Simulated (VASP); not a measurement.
# Mo3H in VASP: notebook

The runs below take Mo3H through single point, with PBE.

All numbers are computed with VASP 6.6.1; they aren't measurements. Logs are shortened: lines on timing, memory, paths and dates and some standing lists are left out, and cuts for length are marked.

### Step 1. The cell of the first run

The cell holds a slab with vacuum, 4 atoms: a = 2.737 Å, b = 2.737 Å, c = 21.308 Å, α = 90.00°, β = 90.00°, γ = 109.47°.

### Step 2. Single point, PBE, collinear spin

INCAR reads:

```
SYSTEM = Mo3H
PREC = Accurate
ENCUT = 520
EDIFF = 1E-7
ISMEAR = 0
SIGMA = 0.1
LREAL = .FALSE.
LASPH = .TRUE.
NELM = 150
ALGO = Normal
ISIF = 2
LWAVE = .FALSE.
LCHARG = .FALSE.
ISPIN = 2
MAGMOM = 0 0 0 1
LORBIT = 11
LMAXMIX = 4
LDIPOL = .TRUE.
IDIPOL = 3
DIPOL = 0.5 0.5 0.329
GGA = PE
NBANDS = 34
```

KPOINTS reads:

```
regular mesh
0
G
  10 10 1
  0 0 0
```

POSCAR reads:

```
Mo3H
1.0
    2.7370454666      0.0000000000      0.0000000000
   -0.9123484889      2.5805112132      0.0000000000
    0.0000000000      0.0000000000     21.3082440588
Mo H
3 1
Direct
    0.5000000000      0.5000000000      0.1877207708
    0.0000000000      0.0000000000      0.2888166433
    0.5000000000      0.5000000000      0.3899074948
    1.0000000000      1.0000000000      0.4495088395
```

Potentials or basis: VASP PAW PBE potentials, release 64 (Mo_sv, H).

Started as:

```sh
$ cat potpaw_PBE.64/Mo_sv/POTCAR potpaw_PBE.64/H/POTCAR > POTCAR
$ mpirun -np 1 vasp_std > vasp.out
```

OUTCAR:

```text
SYSTEM = Mo3H
   PREC = Accurate
   ENCUT = 520
   EDIFF = 1E-7
   ISMEAR = 0
   LREAL = .FALSE.
   LASPH = .TRUE.
   NELM = 150
   ISIF = 2
   ISPIN = 2
   LORBIT = 11
   GGA = PE

 ion  position               nearest neighbor table
   1  0.500  0.500  0.188-   2 2.67   2 2.67   2 3.10   2 3.10
   2  0.000  0.000  0.289-   3 2.67   3 2.67   1 2.67   1 2.67   3 3.10   3 3.10   1 3.10   1 3.10

   3  0.500  0.500  0.390-   4 2.03   4 2.03   2 2.67   2 2.67   2 3.10   2 3.10
   4  0.000  0.000  0.450-   3 2.03   3 2.03

  LATTYP: Found a base centered orthorhombic cell.
 ALAT       =     3.1604678739
 B/A-ratio  =     1.4142135624
 C/A-ratio  =     6.7421169615

  Lattice vectors:

 A1 = (   2.7370454666,   0.0000000000,   0.0000000000)
 A2 = (  -0.9123484889,   2.5805112132,   0.0000000000)
 A3 = (   0.0000000000,   0.0000000000,  21.3082440588)

Analysis of symmetry for initial positions (statically):
=====================================================================
 Subroutine PRICEL returns:
 Original cell was already a primitive cell.

 Routine SETGRP: Setting up the symmetry group for a
 base centered orthorhombic supercell.

 Subroutine GETGRP returns: Found  4 space group operations
 (whereof  4 operations were pure point group operations)
 out of a pool of  8 trial point group operations.

The static configuration has the point symmetry C_2v.

Analysis of symmetry for dynamics (positions and initial velocities):
=====================================================================
 Subroutine PRICEL returns:
 Original cell was already a primitive cell.

 Routine SETGRP: Setting up the symmetry group for a
 base centered orthorhombic supercell.

 Subroutine GETGRP returns: Found  4 space group operations
 (whereof  4 operations were pure point group operations)
 out of a pool of  8 trial point group operations.

The dynamic configuration has the point symmetry C_2v.

Analysis of structural, dynamic, and magnetic symmetry:
=====================================================================
 Subroutine PRICEL returns:
 Original cell was already a primitive cell.

 Routine SETGRP: Setting up the symmetry group for a
 base centered orthorhombic supercell.

 Subroutine GETGRP returns: Found  4 space group operations
 (whereof  4 operations were pure point group operations)
 out of a pool of  8 trial point group operations.

The overall configuration has the point symmetry C_2v.

 Subroutine INISYM returns: Found  4 space group operations
 (whereof  4 operations are pure point group operations),
 and found     1 'primitive' translations

----------------------------------------------------------------------------------------

                                     Primitive cell

  volume of cell :     150.4996

  direct lattice vectors                    reciprocal lattice vectors
     2.737045467  0.000000000  0.000000000     0.365357467  0.129173371  0.000000000
    -0.912348489  2.580511213  0.000000000     0.000000000  0.387520114  0.000000000
     0.000000000  0.000000000 21.308244059     0.000000000  0.000000000  0.046930193

  length of vectors
     2.737045467  2.737045467 21.308244059     0.387520114  0.387520114  0.046930193

  position of ions in fractional coordinates (direct lattice)
     0.500000000  0.500000000  0.187720771
     0.000000000  0.000000000  0.288816643
     0.500000000  0.500000000  0.389907495
     0.000000000  0.000000000  0.449508839

  ion indices of the primitive-cell ions
   primitive index   ion index
                 1           1
                 2           2
                 3           3
                 4           4

----------------------------------------------------------------------------------------

 KPOINTS: regular mesh

Automatic generation of k-mesh.
 Grid dimensions read from file:
 generate k-points for:   10   10    1

 Generating k-lattice:

  Cartesian coordinates                     Fractional coordinates (reciprocal lattice)
     0.036535747  0.012917337  0.000000000     0.100000000  0.000000000  0.000000000
     0.000000000  0.038752011  0.000000000     0.000000000  0.100000000  0.000000000
     0.000000000  0.000000000  0.046930193     0.000000000  0.000000000  1.000000000

  Length of vectors
     0.038752011  0.038752011  0.046930193

  Shift w.r.t. Gamma in fractional coordinates (k-lattice)
     0.000000000  0.000000000  0.000000000

 Subroutine IBZKPT returns following result:
 ===========================================

 Found     31 irreducible k-points:

 Following reciprocal coordinates:
            Coordinates               Weight
  0.000000  0.000000  0.000000      1.000000
  0.100000  0.000000  0.000000      4.000000
  0.200000  0.000000  0.000000      4.000000
  0.300000 -0.000000  0.000000      4.000000
  0.400000  0.000000  0.000000      4.000000
  0.500000 -0.000000  0.000000      2.000000
[... 16 lines left out ...]
  0.300000  0.300000  0.000000      2.000000
  0.400000  0.300000  0.000000      4.000000
 [... further k-points ...]
   k-points           NKPTS =     31   k-points in BZ     NKDIM =     31   number of bands    NBANDS=     34
   number of dos      NEDOS =    301   number of ions     NIONS =      4
   total plane-waves  NPLWV =  64000
   dimension x,y,z NGX =    20 NGY =   20 NGZ =  160
   dimension x,y,z NGXF=    40 NGYF=   40 NGZF=  320
   ions per type =               3   1
   NGX,Y,Z   is equivalent  to a cutoff of  12.15, 12.15, 12.48 a.u.
   NGXF,Y,Z  is equivalent  to a cutoff of  24.30, 24.30, 24.97 a.u.
 SYSTEM =  Mo3H
   PREC   = accura    normal or accurate (medium, high low for compatibility)
   ISTART =      0    job   : 0-new  1-cont  2-samecut
   ICHARG =      2    charge: 1-file 2-atom 10-const
   ISPIN  =      2    spin polarized calculation?
   LNONCOLLINEAR =      F non collinear calculations
   LSORBIT =      F    spin-orbit coupling
   LASPH  =      T    aspherical Exc in radial PAW
   ENCUT  =  520.0 eV  38.22 Ry    6.18 a.u.   5.09  5.09 39.62*2*pi/ulx,y,z
   NELM   =    150;   NELMIN=  2; NELMDL= -5     # of ELM steps
   EDIFF  = 0.1E-06   stopping-criterion for ELM
   LREAL  =      F    real-space projection
   EDIFFG = 0.1E-05   stopping-criterion for IOM
   NSW    =      0    number of steps for IOM
   IBRION =     -1    ionic relax: 0-MD 1-quasi-New 2-CG
   NFREE  =      0    steps in history (QN), initial steepest desc. (CG)
   ISIF   =      2    stress and relaxation
   ISYM   =      2    0-nonsym 1-usesym 2-fastsym
   POTIM  = 0.5000    time-step for ionic-motion
   TEBEG  =    0.0;   TEEND  =   0.0 temperature during run
   PSTRESS=    0.0 pullay stress
   NELECT =      43.0000    total number of electrons
   NUPDOWN=      -1.0000    fix difference up-down
   EMIN   =  10.00;   EMAX   =-10.00  energy-range for DOS
   EFERMI =   0.00;   METHOD = LEGACY
   ISMEAR =     0;   SIGMA  =   0.10  broadening in eV -4-tet -1-fermi 0-gaus
   EFERMI_NEDOS =   21; number of points for ismear=-14 and -15
   IALGO  =     38    algorithm
   IMIX   =      4    mixing-type and parameters
     AMIX     =   0.40;   BMIX     =  1.00
     AMIX_MAG =   1.60;   BMIX_MAG =  1.00
  volume/ion in A,a.u.               =      37.62       253.91
  Fermi-wavevector in a.u.,A,eV,Ry     =   1.078249  2.037596 15.818426  1.162621
  Thomas-Fermi vector in A             =   2.214183
   LORBIT       =     11    0 simple, 1 ext, 2 COOP (PROOUT), +10 PAW based schemes
   GGA     = PE    functional components
   LHFCALC =     F    Hartree Fock is set to
   AEXX    =    0.0000 exact exchange contribution
   IVDW    =     0    specifies the selected vdW correction
   LEPSILON=     F    determine dielectric tensor
   LRPA    =     F    only Hartree local field effects (RPA)
 spin polarized calculation
 Gauss-broadening in eV      SIGMA  =   0.10
  energy-cutoff  :      520.00
  volume of cell :      150.50
 maximum number of plane-waves:      4094
   NGX = 11   NGY = 11   NGZ = 79

 dipolmoment           0.000000      0.000000     -0.000174 electrons x Angstroem

 number of electron      42.9999994 magnetization       0.0000005

 number of electron      42.9999994 magnetization      -0.0000041

 dipolmoment           0.000000      0.000000      0.009713 electrons x Angstroem

 Free energy of the ion-electron system (eV)
  ---------------------------------------------------
  ext. energy  EPLUGINS =         0.00000000
  ---------------------------------------------------
  free energy    TOTEN  =       -34.05938446 eV

  energy without entropy =      -34.03621162  energy(sigma->0) =      -34.04779804

 E-fermi :   0.9548     XC(G=0):  -5.2731

 val. band max:        0.9520721997   @ k =   0.5000   0.2000   0.0000
 cond. band min:       0.9558583106   @ k =  -0.4000   0.3000   0.0000
 fundamental gap:      0.0037861109
 Fermi energy:         0.9548055295

 spin component 1

 k-point     1 :       0.0000    0.0000    0.0000
  band No.  band energies     occupation
      1     -60.3613      1.00000
      2     -60.1967      1.00000
      3     -60.0107      1.00000
      4     -34.8926      1.00000
      5     -34.3006      1.00000
      6     -34.0974      1.00000
[... 25 lines left out ...]
     32       5.2187      0.00000
     33       5.4245      0.00000

 k-point     2 :       0.1000    0.0000    0.0000
  band No.  band energies     occupation
      1     -60.3443      1.00000
      2     -60.1868      1.00000
      3     -60.0014      1.00000
      4     -34.8637      1.00000
      5     -34.3566      1.00000
      6     -34.0865      1.00000
[... 25 lines left out ...]
     32       5.4664      0.00000
     33       5.9074      0.00000
[... 754 lines left out ...]
     32      10.0806      0.00000
     33      10.5636      0.00000

 k-point    24 :       0.4000    0.3000    0.0000
  band No.  band energies     occupation
      1     -60.1157      1.00000
      2     -60.0507      1.00000
      3     -59.8561      1.00000
      4     -34.8133      1.00000
      5     -34.7366      1.00000
      6     -34.6166      1.00000
[... 25 lines left out ...]
     32       9.4925      0.00000
     33       9.7712      0.00000

 [... further k-points ...]

 spin component 2

 k-point     1 :       0.0000    0.0000    0.0000
  band No.  band energies     occupation
      1     -60.3613      1.00000
      2     -60.1967      1.00000
      3     -60.0107      1.00000
      4     -34.8926      1.00000
      5     -34.3006      1.00000
      6     -34.0974      1.00000
[... 25 lines left out ...]
     32       5.2063      0.00000
     33       5.4211      0.00000

 k-point     2 :       0.1000    0.0000    0.0000
  band No.  band energies     occupation
      1     -60.3443      1.00000
      2     -60.1868      1.00000
      3     -60.0014      1.00000
      4     -34.8637      1.00000
      5     -34.3566      1.00000
      6     -34.0865      1.00000
[... 25 lines left out ...]
     32       5.4533      0.00000
     33       5.9039      0.00000
[... 754 lines left out ...]
     32      10.0800      0.00000
     33      10.5636      0.00000

 k-point    24 :       0.4000    0.3000    0.0000
  band No.  band energies     occupation
      1     -60.1157      1.00000
      2     -60.0507      1.00000
      3     -59.8561      1.00000
      4     -34.8133      1.00000
      5     -34.7366      1.00000
      6     -34.6166      1.00000
[... 25 lines left out ...]
     32       9.4925      0.00000
     33       9.7712      0.00000

 [... further k-points ...]

 [bands above 33 left out]

------------------------ aborting loop because EDIFF is reached ----------------------------------------

 vacuum level on the upper side and lower side of the slab       (xc-potential included)         0.129        -0.184

  FORCE on cell =-STRESS in cart. coord.  units (eV):
  Direction    XX          YY          ZZ          XY          YZ          ZX
  --------------------------------------------------------------------------------------
  -------------------------------------------------------------------------------------
  Total       -1.9958162     -2.3635807     -0.2635671     -0.5200975      0.0000000      0.0000000
  in kB      -21.2469067    -25.1620250     -2.8058623     -5.5368134      0.0000000      0.0000000
  external PRESSURE =     -16.4049313 kB  Pullay stress =       0.0000000 kB

 VOLUME and BASIS-vectors are now :
 -----------------------------------------------------------------------------
  energy-cutoff  :      520.00
  volume of cell :      150.50
      direct lattice vectors                 reciprocal lattice vectors
     2.737045467  0.000000000  0.000000000     0.365357467  0.129173371  0.000000000
    -0.912348489  2.580511213  0.000000000     0.000000000  0.387520114  0.000000000
     0.000000000  0.000000000 21.308244059     0.000000000  0.000000000  0.046930193

 POSITION                                       TOTAL-FORCE (eV/Angst)
 -----------------------------------------------------------------------------------
      0.91235      1.29026      4.00000        -0.000000      0.000000      0.122335
      0.00000      0.00000      6.15418        -0.000000      0.000000     -0.595519
      0.91235      1.29026      8.30824         0.000000      0.000000      1.253436
      0.00000      0.00000      9.57824        -0.000000      0.000000     -0.780252
 -----------------------------------------------------------------------------------
    total drift:                                0.000000      0.000000      0.000057

  FREE ENERGIE OF THE ION-ELECTRON SYSTEM (eV)
  ---------------------------------------------------
  free  energy   TOTEN  =       -34.0593844615 eV

  energy  without entropy=      -34.0362116167  energy(sigma->0) =      -34.04779804

 vacuum level on the upper side and lower side of the slab         5.701         5.383

 total charge

# of ion       s       p       d       tot
------------------------------------------
    1        2.374   6.131   3.913  12.418
    2        2.383   6.212   3.954  12.549
    3        2.341   6.171   3.925  12.437
    4        0.477   0.012   0.000   0.489
--------------------------------------------------
tot          7.576  18.525  11.792  37.893

 magnetization (x)

# of ion       s       p       d       tot
------------------------------------------
    1       -0.000  -0.000  -0.000  -0.000
    2        0.000  -0.000   0.000   0.000
    3       -0.000   0.000  -0.000  -0.000
    4       -0.000  -0.000   0.000  -0.000
--------------------------------------------------
tot         -0.000  -0.000  -0.000  -0.000
```

It took 8.3 min on 1 thread of Intel Xeon Platinum 8488C (Sapphire Rapids), shared host; peak memory 0.42 GiB.

Results:

- Free energy: -34.0594 eV
- Largest force: 1.253 eV/Å
- Net moment: 0.00 μB per cell
- Valence electrons inside the program's atomic spheres: Mo 12.42, 12.55, 12.44; H 0.49

Forces on the atoms (eV/Å):
```
Mo   0.000  0.000  0.122
Mo   0.000  0.000 -0.596
Mo   0.000  0.000  1.253
H    0.000  0.000 -0.780
```

### Step 3. Single point, PBE, collinear spin

INCAR reads:

```
SYSTEM = Mo3H
PREC = Accurate ; ENCUT = 520
EDIFF = 1E-7 ; ISMEAR = 0
SIGMA = 0.1 ; LREAL = .FALSE.
LASPH = .TRUE. ; NELM = 150
ALGO = Normal ; ISIF = 2
LWAVE = .FALSE. ; LCHARG = .TRUE.
ISPIN = 2 ; MAGMOM = 0 0 0 1
LORBIT = 11 ; LMAXMIX = 4
LDIPOL = .TRUE. ; IDIPOL = 3
DIPOL = 0.5 0.5 0.338 ; GGA = PE
LELF = .TRUE. ; LVHAR = .TRUE.
LVACPOTAV = .TRUE. ; NBANDS = 34
```

KPOINTS reads:

```
Automatic mesh
0
G
  10 10 1
  0 0 0
```

Edit POSCAR of step 2 so:

```diff
@@ -11,2 +11,2 @@
     0.5000000000      0.5000000000      0.3899074948
-    1.0000000000      1.0000000000      0.4495088395
+    1.0000000000      1.0000000000      0.4842371821
```

Potentials or basis: VASP PAW PBE potentials, release 64 (Mo_sv, H).

Started as:

```sh
$ cat potpaw_PBE.64/Mo_sv/POTCAR potpaw_PBE.64/H/POTCAR > POTCAR
$ mpirun -np 1 vasp_std > vasp.out
```

Run time: 7.2 min. Hardware: 1 thread of Intel Xeon Platinum 8488C (Sapphire Rapids), shared host; peak memory 0.42 GiB.

The run converged. Its results:

- Free energy: -32.8761 eV
- Largest force: 2.229 eV/Å
- Net moment: 0.00 μB per cell
- Valence electrons inside the program's atomic spheres: Mo 12.41, 12.55, 12.37; H 0.39

Forces on the atoms (eV/Å):
```
Mo   0.000  0.000  0.068
Mo   0.000  0.000 -0.343
Mo   0.000  0.000  2.229
H    0.000  0.000 -1.954
```

Levels at points of the mesh, in eV from the Fermi level:
Spin up:
```csv
k point,band 19,band 20,band 21,band 22,band 23,band 24,band 25,band 26
"(0.00, 0.00, 0.00)",-1.54,-1.31,-1.01,-0.96,0.68,1.21,1.30,1.31
"(0.50, 0.00, 0.00)",-1.23,-1.13,0.88,1.17,1.52,1.63,1.75,2.54
"(0.50, 0.50, 0.00)",-0.41,-0.38,0.11,1.13,1.23,2.70,2.76,3.09
```
Spin down:
```tsv
k point	band 18	band 19	band 20	band 21	band 22	band 23	band 24	band 25	band 26	band 27
(0.00, 0.00, 0.00)	-2.33	-1.54	-1.31	-1.01	-0.96	0.68	1.21	1.30	1.31	1.59
(0.50, 0.00, 0.00)	-2.92	-1.23	-1.13	0.88	1.17	1.52	1.63	1.75	2.54	2.55
(0.50, 0.50, 0.00)	-2.88	-0.41	-0.38	0.11	1.13	1.23	2.70	2.76	3.09	3.89
```

### Step 4. Single point, PBE, collinear spin

INCAR reads:

```
SYSTEM = Mo3H
  PREC = Accurate
  ENCUT = 520
  EDIFF = 1E-7
  ISMEAR = 0
  SIGMA = 0.1
  LREAL = .FALSE.
  LASPH = .TRUE.
  NELM = 150
  ALGO = Normal
  ISIF = 2
  LWAVE = .FALSE.
  LCHARG = .FALSE.
  ISPIN = 2
  MAGMOM = 0 0 0 1
  LORBIT = 11
  LMAXMIX = 4
  LDIPOL = .TRUE.
  IDIPOL = 3
  DIPOL = 0.5 0.5 0.329
  GGA = PE
  NBANDS = 34
```

KPOINTS reads:

```
regular mesh
0
G
  10 10 1
  0 0 0
```

Edit POSCAR of step 3 so:

```diff
@@ -11,2 +11,2 @@
     0.5000000000      0.5000000000      0.3899074948
-    1.0000000000      1.0000000000      0.4842371821
+    0.5000000000      0.5000000000      0.4495088395
```

Started as:

```sh
$ cat potpaw_PBE.64/Mo_sv/POTCAR potpaw_PBE.64/H/POTCAR > POTCAR
$ mpirun -np 1 vasp_std > vasp.out
```

Wall time 17 min (1 thread of AMD EPYC 7R13, shared host); peak memory 0.39 GiB.

It converged, with:

```yaml
Free_energy: -30.9509 eV
Largest_force: 14.123 eV/Å
Net_moment: 0.00 μB per cell
Valence_electrons_inside_the_program's_atomic_spheres: Mo 12.41, 12.57, 12.94; H 0.82
```

Forces in eV/Å, atoms in the order of the input:
```
Mo    0.000   0.000   0.419
Mo    0.000   0.000  -1.414
Mo    0.000   0.000 -13.127
H     0.000   0.000  14.123
```

Levels at points of the mesh, in eV from the Fermi level:
Spin up:
```csv
k point,band 18,band 19,band 20,band 21,band 22,band 23,band 24,band 25,band 26,band 27
"(0.00, 0.00, 0.00)",-1.96,-1.22,-1.20,-0.71,-0.35,1.28,1.43,1.60,1.65,1.79
"(0.50, 0.00, 0.00)",-2.37,-2.26,0.40,0.42,1.60,1.69,1.86,2.31,2.76,2.93
"(0.50, 0.50, 0.00)",-2.66,-2.64,-0.13,0.37,1.24,2.28,2.94,3.07,4.15,4.71
```
Spin down:
| k point | band 20 | band 21 | band 22 | band 23 | band 24 | band 25 |
| --- | --- | --- | --- | --- | --- | --- |
| (0.00, 0.00, 0.00) | -1.20 | -0.71 | -0.35 | 1.28 | 1.44 | 1.60 |
| (0.50, 0.00, 0.00) | 0.40 | 0.42 | 1.60 | 1.69 | 1.86 | 2.31 |
| (0.50, 0.50, 0.00) | -0.13 | 0.37 | 1.24 | 2.28 | 2.94 | 3.07 |

### Step 5. Overview

| cell | gap on the mesh (eV) | moment (μB) | largest force (eV/Å) |
| --- | --- | --- | --- |
| as given, atomic positions A | none | 0.00 | 1.25 |
| as given, atomic positions B | none | 0.00 | 2.23 |
| as given, atomic positions C | none | 0.00 | 14.12 |

Alike in all rows: task single point; level PBE; potentials or basis VASP PAW PBE potentials, release 64 (Mo_sv, H); spin collinear; k mesh 10 × 10 × 1; cutoff (eV) 520; smearing gaussian 0.1 eV.

Absolute energies hang on the potentials; compare differences alone.

The gap in the log of VASP goes by the Fermi energy; the results here count the filled bands.